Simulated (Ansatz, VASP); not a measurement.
Pd in VASP and in Ansatz

INCAR

```
SYSTEM = Pd
ALGO = Normal
EDIFF = 1E-6
EDIFFG = -0.005
ENCUT = 600
GGA = PE
IBRION = 2
ISIF = 3
ISMEAR = -4
LASPH = .TRUE.
LCHARG = .FALSE.
LREAL = .FALSE.
LWAVE = .FALSE.
NELM = 60
NSW = 100
PREC = Accurate
SIGMA = 0.1
```

The input KPOINTS:

```
k-points
0
G
  14 14 14
  0 0 0
```

File POSCAR:

```
Pd
1.0
    0.0000000000      1.9465000000      1.9465000000
    1.9465000000      0.0000000000      1.9465000000
    1.9465000000      1.9465000000      0.0000000000
Pd
1
Direct
    0.0000000000      0.0000000000      0.0000000000
```

Input for Ansatz:

```yaml
crystal:
  lattice:
    - [0.0, 1.9465, 1.9465]
    - [1.9465, 0.0, 1.9465]
    - [1.9465, 1.9465, 0.0]
  atoms:
    - { symbol: Pd, position: [0.0, 0.0, 0.0] }
kpoints:
  mp_grid: { grid: [14, 14, 14] }
scf:
  occupations: { method: tetrahedron_uncorrected }
hamiltonian:
  xc: pbe
  pseudopotentials: { kind: paw }
output:
  forces: true
  stress: true
  efg: { contact_densities: true }
  write_density: true
  write_potential: true
  elf: true
  volumetric_format: npy
relax:
  f_tol: 0.005
  max_steps: 80
  cell: {}
```

Alike in both runs: task relaxation of cell and atoms; functional PBE; k mesh 14 × 14 × 14; no spin polarisation.

```csv
,VASP,Ansatz
version,VASP 6.6.1,Ansatz 0.2.0
potentials or method,"VASP PAW PBE potentials, release 64 (Pd)","PAW with Ansatz's default frozen-core files, scalar-relativistic"
plane-wave cutoff (eV),600,420
occupations,tetrahedron,tetrahedron-uncorrected
valence electrons in the cell,10,18
```

```tsv
	VASP	Ansatz	Ansatz less VASP
gap on the k mesh at the Fermi level, each at its own relaxed structure (eV)	none	none	-
relaxed volume (Å³/atom)	15.33	15.36	+0.038
relaxed cell length with the largest relative difference (Å)	2.788	2.790	+0.0023
```

A gap of «none» marks a metal or a gap that the smearing closes. VASP's potentials hold 10 valence electrons a cell and Ansatz's 18, so a difference there can come from the potentials and not from the codes. Ansatz's warnings: band table not solved further, forces under tetrahedra.
